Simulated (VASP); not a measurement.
Nb32H (a cell with a defect): single point with PBE

System: Nb32H (a cell with a defect).

```xyz
33
Lattice="0.0000 6.6171 6.6171 6.6171 0.0000 6.6171 6.6171 6.6171 0.0000" Properties=species:S:1:pos:R:3 pbc="T T T"
Nb   -0.0198   -0.0092   -0.0131
Nb    1.6807    1.6460    1.6519
Nb    3.2851    3.3187    3.3111
Nb    4.9431    4.9647    4.9892
Nb    3.2840    3.3017    0.0110
Nb    4.9738    4.9643    1.6612
Nb    6.5992    6.6711    3.2654
Nb    8.2906    8.2935    4.9611
Nb    3.2930    0.0101    3.3073
Nb    4.9916    1.6713    4.9615
Nb    6.5890    3.2869    6.6382
Nb    8.2972    4.9648    8.2903
Nb    6.5983    3.2565    3.2626
Nb    8.3616    4.9636    4.9748
Nb    9.9006    6.6254    6.6267
Nb   11.5949    8.2672    8.2666
Nb   -0.0213    3.3257    3.3235
Nb    1.6556    4.9630    4.9666
Nb    3.2979    6.6210    6.6112
Nb    4.9776    8.2763    8.2661
Nb    3.2850    6.6099    3.3131
Nb    4.9895    8.2581    4.9616
Nb    6.5976    9.9367    6.6045
Nb    8.2995   11.5813    8.2517
Nb    3.2985    3.3073    6.6125
Nb    4.9912    4.9654    8.2573
Nb    6.5957    6.6022    9.9409
Nb    8.2910    8.2529   11.5769
Nb    6.5908    6.6410    6.6356
Nb    8.2971    8.2812    8.2679
Nb    9.9112    9.9169    9.9244
Nb   11.6088   11.5795   11.5767
H     6.6445    4.9632    4.1458
```

```yaml
Program: VASP 6.6.1
Task: single point
Functional: PBE
Potentials_or_basis: VASP PAW PBE potentials, release 64 (Nb_sv, H)
Cutoff: 520 eV
k_mesh: 1 × 1 × 1
Occupations: methfessel-paxton, width 0.1 eV
Spin: no spin polarisation
Dipole_correction: no
Further_INCAR_settings: LREAL = Auto; ALGO = Normal; EDIFF = 1e-06; NBANDS = 230
```

```json
{"Pressure": "-5.0 GPa", "Largest force": "0.021 eV/Å", "Band gap on the k mesh": "zero (an odd number of electrons rules out a gap without spin polarisation)"}
```

Forces in eV/Å, atoms in the order of the input:
```
Nb   0.006  0.003 -0.002
Nb  -0.012  0.001 -0.002
Nb  -0.004 -0.006 -0.012
Nb  -0.005 -0.006  0.008
Nb   0.003  0.005 -0.003
Nb  -0.003 -0.002 -0.002
Nb   0.005 -0.007  0.002
Nb  -0.008  0.000 -0.003
Nb   0.015 -0.004  0.015
Nb  -0.010 -0.011  0.006
Nb   0.013  0.007  0.004
Nb  -0.004 -0.002  0.012
Nb   0.008  0.009  0.001
Nb  -0.003  0.002 -0.012
Nb   0.008 -0.003 -0.004
Nb  -0.004  0.007 -0.002
Nb   0.012 -0.013 -0.007
Nb   0.002  0.006  0.007
Nb   0.005  0.010  0.004
Nb  -0.004 -0.003 -0.001
Nb   0.002  0.009 -0.018
Nb  -0.007  0.011  0.007
Nb   0.009  0.002 -0.007
Nb  -0.009  0.004 -0.004
Nb   0.001 -0.006  0.004
Nb  -0.009 -0.009 -0.001
Nb   0.009  0.014 -0.001
Nb  -0.010 -0.008  0.004
Nb   0.005 -0.005 -0.001
Nb  -0.004 -0.009  0.005
Nb   0.008  0.005  0.004
Nb  -0.015 -0.002  0.003
H    0.000 -0.001 -0.004
```

Stress tensor (GPa, compression positive):
```
-5.69  0.00  0.04
 0.00 -4.54  0.00
 0.04  0.00 -4.64
```

Levels at points of the mesh, in eV from the Fermi level:
```csv
k point,band 204,band 205,band 206,band 207,band 208,band 209,band 210,band 211,band 212,band 213
"(0.00, 0.00, 0.00)",-0.14,-0.13,-0.12,-0.11,-0.10,0.04,1.24,1.26,1.26,1.72
```

Wall time 14 min on 1 thread of Intel Xeon 8259CL (shared host), peak memory 0.69 GiB.

Caveat: the k points lie up to 0.82 Å⁻¹ apart, too coarse for converged energies and pressures of a metal.
